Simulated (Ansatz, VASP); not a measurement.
# Ge: VASP beside Ansatz

```
CELL_PARAMETERS angstrom
2.71005 0.00000 0.00000
-1.35503 2.34697 0.00000
0.00000 0.00000 2.70578
ATOMIC_POSITIONS crystal
Ge 0.00000 0.00000 0.00000
```

Alike in both runs: task single point; functional PBE; k mesh 18 × 18 × 16; occupations gaussian, width 0.1 eV; no spin polarisation.

```csv
,VASP,Ansatz
version,VASP 6.6.1,Ansatz 0.2.0
potentials or method,"VASP PAW PBE potentials, release 64 (Ge_d), cutoff 520 eV","scalar-relativistic, plane waves, PAW"
valence electrons in the cell,14,14
```

```tsv
	VASP	Ansatz	Ansatz less VASP
gap on the k mesh at the Fermi level (eV)	none	none	-
pressure (GPa)	11.0	11.1	+0.11
traceless stress, the component that is largest in VASP (GPa)	-11.19	-11.17	+0.014
```

A gap of «none» marks a metal or a gap that the smearing closes. With one functional, cell and mesh, what is left measures potentials, basis and numerics.
